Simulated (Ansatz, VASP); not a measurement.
## Two plane-wave programs on HfB2

```xyz
3
Lattice="3.1450 0.0000 0.0000 -1.5725 2.7237 0.0000 0.0000 0.0000 3.4874" Properties=species:S:1:pos:R:3 pbc="T T T"
Hf    0.0000    0.0000    0.0000
B     0.0000    1.8158    1.7437
B     1.5725    0.9079    1.7437
```

Alike in both runs: functional PBE; k mesh 15 × 15 × 12; occupations gaussian, width 0.1 eV; no spin polarisation.

Ansatz relaxed the structure, and its values are those at the end. VASP's run is a single point on that final structure, the one shown.

|  | VASP | Ansatz |
| --- | --- | --- |
| version | VASP 6.6.1 | Ansatz 0.2.0 |
| potentials or method | VASP PAW PBE potentials, release 64 (Hf_pv, B), cutoff 520 eV | scalar-relativistic, plane waves, PAW |
| valence electrons in the cell | 16 | 32 |

Ansatz gave:

- gap on the k mesh at the Fermi level (eV): none
- pressure (GPa): 0.0

What did VASP give for the same quantities?

gap on the k mesh at the Fermi level (eV): none; pressure (GPa): -0.4.

A gap of «none» marks a metal or a gap that the smearing closes. With one functional, cell and mesh, what is left measures potentials, basis and numerics. VASP's potentials hold 16 valence electrons a cell and Ansatz's 32, so a difference there can come from the potentials and not from the codes.

Spin-orbit coupling is off throughout.
